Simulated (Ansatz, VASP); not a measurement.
## C: VASP beside Ansatz

```
C
1.0
     1.76796    0.00000    0.00000
     0.00000    1.76796    0.00000
     0.00000    0.00000    1.76796
C
1
Direct
  0.00000 0.00000 0.00000
```

Alike in both runs: functional PBE; k mesh 16 × 16 × 16; occupations fermi-dirac, width 0.1 eV; no spin polarisation.

Ansatz relaxed the structure, and its values are those at the end. VASP's run is a single point on that final structure, the one shown.

```csv
,VASP,Ansatz
version,VASP 6.6.1,Ansatz 0.2.0
potentials or method,"VASP PAW PBE potentials, release 64 (C), cutoff 520 eV","plane waves (420 eV) with PAW, scalar-relativistic"
valence electrons in the cell,4,4
```

VASP gave:

| Quantity | Value |
| --- | --- |
| pressure (GPa) | 0.1 |

Which values does Ansatz return?

Pressure (GPa): 0.0.
